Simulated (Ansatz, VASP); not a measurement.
## Two plane-wave programs on WSe2

```
W Se
1.0
     1.64195    0.94798    6.38286
    -1.64195    0.94798    6.38286
     0.00000   -1.89597    6.38286
W Se
1 2
Direct
  0.99935 0.99935 0.99935
  0.75383 0.75383 0.75383
  0.57812 0.57812 0.57812
```

Alike in both runs: functional PBE; dispersion D3(BJ); k mesh 9 × 9 × 9; occupations gaussian, width 0.1 eV; no spin polarisation.

Ansatz relaxed the structure, and its values are those at the end. VASP's run is a single point on that final structure, the one shown.

|  | VASP | Ansatz |
| --- | --- | --- |
| version | VASP 6.6.1 | Ansatz 0.2.0 |
| potentials or method | VASP PAW PBE potentials, release 64 (W_sv, Se), cutoff 520 eV | scalar-relativistic, plane waves, PAW |
| valence electrons in the cell | 26 | 46 |

Ansatz gave:

| Quantity | Value |
| --- | --- |
| gap on the k mesh at the Fermi level (eV) | 1.05 |
| least direct gap on the mesh (eV) | 1.67 |
| pressure (GPa) | -0.1 |
| rms of the force components (eV/Å) | 0.007 |

Question: What did VASP give for the same quantities?

Answer: gap on the k mesh at the Fermi level (eV): 1.04; least direct gap on the mesh (eV): 1.67; pressure (GPa): 0.2; rms of the force components (eV/Å): 0.016.

VASP's potentials hold 26 valence electrons a cell and Ansatz's 46, so a difference there can come from the potentials and not from the codes.

Neither program's run includes spin-orbit coupling.
